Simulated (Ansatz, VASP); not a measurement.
# Two plane-wave programs on Cu

```xyz
1
Lattice="0.0000 1.7592 1.7592 1.7592 0.0000 1.7592 1.7592 1.7592 0.0000" Properties=species:S:1:pos:R:3 pbc="T T T"
Cu    0.0000    0.0000    0.0000
```

Alike in both runs: functional LDA; k mesh 20 × 20 × 20; occupations fermi-dirac, width 0.15 eV; no spin polarisation.

Ansatz relaxed the structure, and its values are those at the end. VASP's run is a single point on that final structure, the one shown.

|  | VASP | Ansatz |
| --- | --- | --- |
| version | VASP 6.6.1 | Ansatz 0.2.0 |
| potentials or method | VASP PAW LDA potentials, release 64 (Cu), cutoff 520 eV | scalar-relativistic, plane waves, PAW |
| valence electrons in the cell | 11 | 19 |

VASP gave:

* gap on the k mesh at the Fermi level (eV): none
* pressure (GPa): 1.2

Question: Which values does Ansatz return?

Answer: gap on the k mesh at the Fermi level (eV): none; pressure (GPa): 0.0.

Ansatz warns that its potentials were made for another functional, while VASP's fit it. LDA's correlation is that of Perdew and Zunger in VASP and of Perdew and Wang (1992) in Ansatz. A gap of «none» marks a metal or a gap that the smearing closes. VASP's potentials hold 11 valence electrons a cell and Ansatz's 19, so a difference there can come from the potentials and not from the codes.
